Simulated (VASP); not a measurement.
# H4NF (F-43m) in VASP: single point with r2SCAN

Aim: the single point of H4NF with r2SCAN.

All numbers are computed with VASP 6.6.1; they aren't measurements. Logs are shortened: lines on timing, memory, paths and dates and some standing lists are left out, and cuts for length are marked.

**1. The cell of the first run**

Symmetry: F-43m, No. 216, cubic system. Conventional cell: a = 5.251 Å, b = 5.251 Å, c = 5.251 Å, α = 90.00°, β = 90.00°, γ = 90.00°. H (site symmetry 3m) has 3 H at 1.19 Å within 1.6 Å. N (site symmetry -43m) has 4 F at 2.27 Å and 12 H at 2.28 Å within 3.0 Å. F (site symmetry -43m) has 12 H at 2.14 Å and 4 N at 2.27 Å within 2.8 Å.

**2. Single point, r2SCAN, collinear spin, ferromagnetic start**

Input file POSCAR:

```
H4NF
1.0
    0.0000000000      2.6253017572      2.6253017572
    2.6253017572      0.0000000000      2.6253017572
    2.6253017572      2.6253017572      0.0000000000
H N F
4 1 1
Direct
    0.6701554257     -0.0104662770      0.6701554257
    0.6701554257      0.6701554257     -0.0104662770
    0.6701554257      0.6701554257      0.6701554257
   -0.0104662770      0.6701554257      0.6701554257
    0.2500000000      0.2500000000      0.2500000000
    0.0000000000      0.0000000000      0.0000000000
```

Input file INCAR.step1:

```
SYSTEM = H4NF
ALGO = Normal
EDIFF = 1E-4
ENCUT = 520
GGA = PE
ISMEAR = 0
ISPIN = 2
LASPH = .True.
LCHARG = .False.
LREAL = .False.
LWAVE = .True.
MAGMOM = 0 0 0 0 2.5 0.23
NBANDS = 21
NELM = 150
PREC = Accurate
SIGMA = 0.1
```

Input file INCAR.step2:

```
SYSTEM = H4NF
ALGO = Normal
EDIFF = 1E-7
ENCUT = 520
ISIF = 2
ISMEAR = 0
ISPIN = 2
ISTART = 1
LASPH = .True.
LCHARG = .False.
LMIXTAU = .True.
LORBIT = 11
LREAL = .False.
LWAVE = .False.
MAGMOM = 0 0 0 0 2.5 0.23
METAGGA = R2SCAN
NBANDS = 21
NELM = 150
PREC = Accurate
SIGMA = 0.1
```

Input file KPOINTS:

```
k-points
0
Gamma
  6 6 6
  0 0 0
```

Potentials or basis: VASP PAW PBE potentials, release 64 (H, N, F).

On the command line:

```sh
cat potpaw_PBE.64/H/POTCAR potpaw_PBE.64/N/POTCAR potpaw_PBE.64/F/POTCAR > POTCAR
cp INCAR.step1 INCAR
mpirun -np 1 vasp_std > vasp.out
cp INCAR.step2 INCAR
mpirun -np 1 vasp_std > vasp.out
```

OUTCAR:

```text
SYSTEM = H4NF
   EDIFF = 1E-7
   ENCUT = 520
   ISIF = 2
   ISMEAR = 0
   ISPIN = 2
   ISTART = 1
   LASPH = .True.
   LORBIT = 11
   LREAL = .False.
   METAGGA = R2SCAN
   NELM = 150
   PREC = Accurate

 ion  position               nearest neighbor table
   1  0.670  0.990  0.670-
   2  0.670  0.670  0.990-
   3  0.670  0.670  0.670-
   4  0.990  0.670  0.670-
   5  0.250  0.250  0.250-
   6  0.000  0.000  0.000-

  LATTYP: Found a face centered cubic cell.
 ALAT       =     5.2506035144

  Lattice vectors:

 A1 = (   0.0000000000,   2.6253017572,   2.6253017572)
 A2 = (   2.6253017572,   0.0000000000,   2.6253017572)
 A3 = (   2.6253017572,   2.6253017572,   0.0000000000)

Analysis of symmetry for initial positions (statically):
=====================================================================
 Subroutine PRICEL returns:
 Original cell was already a primitive cell.

 Routine SETGRP: Setting up the symmetry group for a
 face centered cubic supercell.

 Subroutine GETGRP returns: Found 24 space group operations
 (whereof 24 operations were pure point group operations)
 out of a pool of 48 trial point group operations.

The static configuration has the point symmetry T_d .

Analysis of symmetry for dynamics (positions and initial velocities):
=====================================================================
 Subroutine PRICEL returns:
 Original cell was already a primitive cell.

 Routine SETGRP: Setting up the symmetry group for a
 face centered cubic supercell.

 Subroutine GETGRP returns: Found 24 space group operations
 (whereof 24 operations were pure point group operations)
 out of a pool of 48 trial point group operations.

The dynamic configuration has the point symmetry T_d .

Analysis of structural, dynamic, and magnetic symmetry:
=====================================================================
 Subroutine PRICEL returns:
 Original cell was already a primitive cell.

 Routine SETGRP: Setting up the symmetry group for a
 face centered cubic supercell.

 Subroutine GETGRP returns: Found 24 space group operations
 (whereof 24 operations were pure point group operations)
 out of a pool of 48 trial point group operations.

The overall configuration has the point symmetry T_d .

 Subroutine INISYM returns: Found 24 space group operations
 (whereof 24 operations are pure point group operations),
 and found     1 'primitive' translations

----------------------------------------------------------------------------------------

                                     Primitive cell

  volume of cell :      36.1883

  direct lattice vectors                    reciprocal lattice vectors
     0.000000000  2.625301757  2.625301757    -0.190454297  0.190454297  0.190454297
     2.625301757  0.000000000  2.625301757     0.190454297 -0.190454297  0.190454297
     2.625301757  2.625301757  0.000000000     0.190454297  0.190454297 -0.190454297

  length of vectors
     3.712737350  3.712737350  3.712737350     0.329876519  0.329876519  0.329876519

  position of ions in fractional coordinates (direct lattice)
     0.670155426  0.989533723  0.670155426
     0.670155426  0.670155426  0.989533723
     0.670155426  0.670155426  0.670155426
     0.989533723  0.670155426  0.670155426
     0.250000000  0.250000000  0.250000000
     0.000000000  0.000000000  0.000000000

  ion indices of the primitive-cell ions
   primitive index   ion index
                 1           1
                 2           2
                 3           3
                 4           4
                 5           5
                 6           6

----------------------------------------------------------------------------------------

 KPOINTS: k-points

Automatic generation of k-mesh.
 Grid dimensions read from file:
 generate k-points for:    6    6    6

 Generating k-lattice:

  Cartesian coordinates                     Fractional coordinates (reciprocal lattice)
    -0.031742383  0.031742383  0.031742383     0.166666667  0.000000000  0.000000000
     0.031742383 -0.031742383  0.031742383     0.000000000  0.166666667  0.000000000
     0.031742383  0.031742383 -0.031742383     0.000000000  0.000000000  0.166666667

  Length of vectors
     0.054979420  0.054979420  0.054979420

  Shift w.r.t. Gamma in fractional coordinates (k-lattice)
     0.000000000  0.000000000  0.000000000

 Subroutine IBZKPT returns following result:
 ===========================================

 Found     16 irreducible k-points:

 Following reciprocal coordinates:
            Coordinates               Weight
  0.000000  0.000000  0.000000      1.000000
  0.166667  0.000000  0.000000      8.000000
  0.333333  0.000000  0.000000      8.000000
  0.500000  0.000000  0.000000      4.000000
  0.166667  0.166667  0.000000      6.000000
  0.333333  0.166667  0.000000     24.000000
[... 8 lines left out ...]
 -0.333333  0.333333  0.166667     24.000000
 -0.333333  0.500000  0.166667     12.000000
   k-points           NKPTS =     16   k-points in BZ     NKDIM =     16   number of bands    NBANDS=     21
   number of dos      NEDOS =    301   number of ions     NIONS =      6
   total plane-waves  NPLWV =  21952
   dimension x,y,z NGX =    28 NGY =   28 NGZ =   28
   dimension x,y,z NGXF=    56 NGYF=   56 NGZF=   56
   ions per type =               4   1   1
   NGX,Y,Z   is equivalent  to a cutoff of  12.54, 12.54, 12.54 a.u.
   NGXF,Y,Z  is equivalent  to a cutoff of  25.08, 25.08, 25.08 a.u.
 SYSTEM =  H4NF
   PREC   = accura    normal or accurate (medium, high low for compatibility)
   ISTART =      1    job   : 0-new  1-cont  2-samecut
   ICHARG =      0    charge: 1-file 2-atom 10-const
   ISPIN  =      2    spin polarized calculation?
   LNONCOLLINEAR =      F non collinear calculations
   LSORBIT =      F    spin-orbit coupling
   LASPH  =      T    aspherical Exc in radial PAW
   ENCUT  =  520.0 eV  38.22 Ry    6.18 a.u.   6.90  6.90  6.90*2*pi/ulx,y,z
   NELM   =    150;   NELMIN=  2; NELMDL=  0     # of ELM steps
   EDIFF  = 0.1E-06   stopping-criterion for ELM
   LREAL  =      F    real-space projection
   EDIFFG = 0.1E-05   stopping-criterion for IOM
   NSW    =      0    number of steps for IOM
   IBRION =     -1    ionic relax: 0-MD 1-quasi-New 2-CG
   NFREE  =      0    steps in history (QN), initial steepest desc. (CG)
   ISIF   =      2    stress and relaxation
   ISYM   =      2    0-nonsym 1-usesym 2-fastsym
   POTIM  = 0.5000    time-step for ionic-motion
   TEBEG  =    0.0;   TEEND  =   0.0 temperature during run
   PSTRESS=    0.0 pullay stress
   NELECT =      16.0000    total number of electrons
   NUPDOWN=      -1.0000    fix difference up-down
   EMIN   =  10.00;   EMAX   =-10.00  energy-range for DOS
   EFERMI =   0.00;   METHOD = LEGACY
   ISMEAR =     0;   SIGMA  =   0.10  broadening in eV -4-tet -1-fermi 0-gaus
   EFERMI_NEDOS =   21; number of points for ismear=-14 and -15
   IALGO  =     38    algorithm
   IMIX   =      4    mixing-type and parameters
     AMIX     =   0.40;   BMIX     =  1.00
     AMIX_MAG =   1.60;   BMIX_MAG =  1.00
  volume/ion in A,a.u.               =       6.03        40.70
  Fermi-wavevector in a.u.,A,eV,Ry     =   1.247170  2.356809 21.162945  1.555433
  Thomas-Fermi vector in A             =   2.381314
   LORBIT       =     11    0 simple, 1 ext, 2 COOP (PROOUT), +10 PAW based schemes
   METAGGA = R2SCAN    functional components
   LHFCALC =     F    Hartree Fock is set to
   AEXX    =    0.0000 exact exchange contribution
   IVDW    =     0    specifies the selected vdW correction
   LEPSILON=     F    determine dielectric tensor
   LRPA    =     F    only Hartree local field effects (RPA)
 spin polarized calculation
 Gauss-broadening in eV      SIGMA  =   0.10
  energy-cutoff  :      520.00
  volume of cell :       36.19
 maximum number of plane-waves:       983
   NGX = 13   NGY = 13   NGZ = 13

 number of electron      16.0000016 magnetization       2.0000003

 Free energy of the ion-electron system (eV)
  ---------------------------------------------------
  ext. energy  EPLUGINS =         0.00000000
  ---------------------------------------------------
  free energy    TOTEN  =       -17.33089983 eV

  energy without entropy =      -17.32811449  energy(sigma->0) =      -17.32950716

 E-fermi :   1.5632     XC(G=0): -10.5904

 val. band max:        1.5130401229   @ k =  -0.1667   0.1667   0.0000
 cond. band min:       1.5651669496   @ k =  -0.3333   0.5000   0.1667
 fundamental gap:      0.0521268266
 Fermi energy:         1.5632125308

 spin component 1

 k-point     1 :       0.0000    0.0000    0.0000
  band No.  band energies     occupation
      1     -23.0673      1.00000
      2     -14.3110      1.00000
      3      -9.3184      1.00000
      4      -3.3318      1.00000
      5      -3.3317      1.00000
      6      -3.3317      1.00000
[... 344 lines left out ...]
      6      -2.4241      1.00000
[... 12 lines left out ...]
     19      23.6964      0.00000
     20      23.9586      0.00000
 Fermi energy:         1.5632125308

 spin component 2

 k-point     1 :       0.0000    0.0000    0.0000
  band No.  band energies     occupation
      1     -22.4094      1.00000
      2     -12.1261      1.00000
      3      -7.7384      1.00000
      4      -2.5289      1.00000
      5      -2.5289      1.00000
      6      -2.5289      1.00000
[... 344 lines left out ...]
      6      -1.5315      1.00000
[... 12 lines left out ...]
     19      23.8683      0.00000
     20      24.4166      0.00000
 [bands above 20 left out]

------------------------ aborting loop because EDIFF is reached ----------------------------------------

  FORCE on cell =-STRESS in cart. coord.  units (eV):
  Direction    XX          YY          ZZ          XY          YZ          ZX
  --------------------------------------------------------------------------------------
  -------------------------------------------------------------------------------------
  Total       -0.1714177     -0.1714177     -0.1714177      0.0000000      0.0000000      0.0000000
  in kB       -7.5892433     -7.5892433     -7.5892433      0.0000000      0.0000000      0.0000000
  external PRESSURE =      -7.5892433 kB  Pullay stress =       0.0000000 kB

 VOLUME and BASIS-vectors are now :
 -----------------------------------------------------------------------------
  energy-cutoff  :      520.00
  volume of cell :       36.19
      direct lattice vectors                 reciprocal lattice vectors
     0.000000000  2.625301757  2.625301757    -0.190454297  0.190454297  0.190454297
     2.625301757  0.000000000  2.625301757     0.190454297 -0.190454297  0.190454297
     2.625301757  2.625301757  0.000000000     0.190454297  0.190454297 -0.190454297

 POSITION                                       TOTAL-FORCE (eV/Angst)
 -----------------------------------------------------------------------------------
      4.35718      3.51872      4.35718         0.000787     -0.000787      0.000787
      4.35718      4.35718      3.51872         0.000787      0.000787     -0.000787
      3.51872      3.51872      3.51872        -0.000787     -0.000787     -0.000787
      3.51872      4.35718      4.35718        -0.000787      0.000787      0.000787
      1.31265      1.31265      1.31265        -0.000000     -0.000000     -0.000000
      0.00000      0.00000      0.00000        -0.000000     -0.000000     -0.000000
 -----------------------------------------------------------------------------------
    total drift:                                0.000000      0.000000     -0.000000

  FREE ENERGIE OF THE ION-ELECTRON SYSTEM (eV)
  ---------------------------------------------------
  free  energy   TOTEN  =       -17.3308998282 eV

  energy  without entropy=      -17.3281144866  energy(sigma->0) =      -17.32950716

 total charge

# of ion       s       p       d       tot
------------------------------------------
    1        0.374   0.029   0.000   0.403
    2        0.374   0.029   0.000   0.403
    3        0.374   0.029   0.000   0.403
    4        0.374   0.029   0.000   0.403
    5        1.373   1.980   0.000   3.354
    6        1.763   4.297   0.000   6.060
--------------------------------------------------
tot          4.633   6.394   0.000  11.027

 magnetization (x)

# of ion       s       p       d       tot
------------------------------------------
    1       -0.035  -0.001   0.000  -0.037
    2       -0.035  -0.001   0.000  -0.037
    3       -0.035  -0.001   0.000  -0.037
    4       -0.035  -0.001   0.000  -0.037
    5        0.037   1.479   0.000   1.515
    6        0.005   0.274   0.000   0.279
--------------------------------------------------
tot         -0.100   1.749   0.000   1.649
```

It took 99 s on 1 thread of Oxide Virtual Turin-like, shared host; peak memory 0.15 GiB.

Results:

```yaml
Free_energy: -17.3309 eV
Pressure: -0.8 GPa
Band_gap_on_the_k_mesh: zero (filled and empty bands overlap)
Net_moment: 2.00 μB per cell
Site_moments: H -0.04; N +1.51; F +0.28 μB
Valence_electrons_inside_the_program's_atomic_spheres: H 0.40; N 3.35; F 6.06
```

Caveat: the PAW data sets were made with another functional, which shifts forces and pressure a little.
